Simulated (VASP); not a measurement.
Write the native input for VASP 6.6.1 that does the following.

| Property | Result |
| --- | --- |
| Task | single point |
| Functional | LDA |
| Potentials or basis | VASP PAW LDA potentials, release 64 (Ba_sv) |
| Cutoff | 520 eV |
| k mesh | 14 × 14 × 14 |
| Occupations | gaussian, width 0.15 eV |
| Spin | no spin polarisation |
| Dipole correction | no |
| Further INCAR settings | ALGO = Normal; EDIFF = 1e-07; NBANDS = 11 |

The structure of Ba lies in POSCAR:

```
Ba
1.0
    3.9177175405      0.0000000000      0.0000000000
    0.0000000000      3.9177175405      0.0000000000
    0.0000000000      0.0000000000      3.9177175405
Ba
1
Direct
    0.0000000000      0.0000000000      0.0000000000
```

The input as run:

INCAR

```
PREC = Accurate
ENCUT = 520
EDIFF = 1E-7
ISMEAR = 0
SIGMA = 0.15
LREAL = False
LASPH = True
NELM = 60
ALGO = Normal
ISIF = 2
LWAVE = False
LCHARG = False
GGA = CA
NBANDS = 11
```

KPOINTS

```
regular mesh
0
Gamma
  14 14 14
```

Potentials or basis: VASP PAW LDA potentials, release 64 (Ba_sv).

Launch:

```console
$ cat potpaw_LDA.64/Ba_sv/POTCAR > POTCAR
$ mpirun -np 1 vasp_std > vasp.out
```

Results of the run:

| Item | Value |
| --- | --- |
| Pressure | -1.0 GPa |
| Band gap on the k mesh | zero (band 5 reaches 1.52 eV, above the bottom of band 6 at 1.44 eV) |

Caveat: spin-orbit coupling is left out, which moves the levels of the heavy elements.

Wall time 32 s on 1 thread of Intel(R) Xeon(R) Platinum 8488C (Sapphire Rapids) (shared host), peak memory 0.2 GiB.
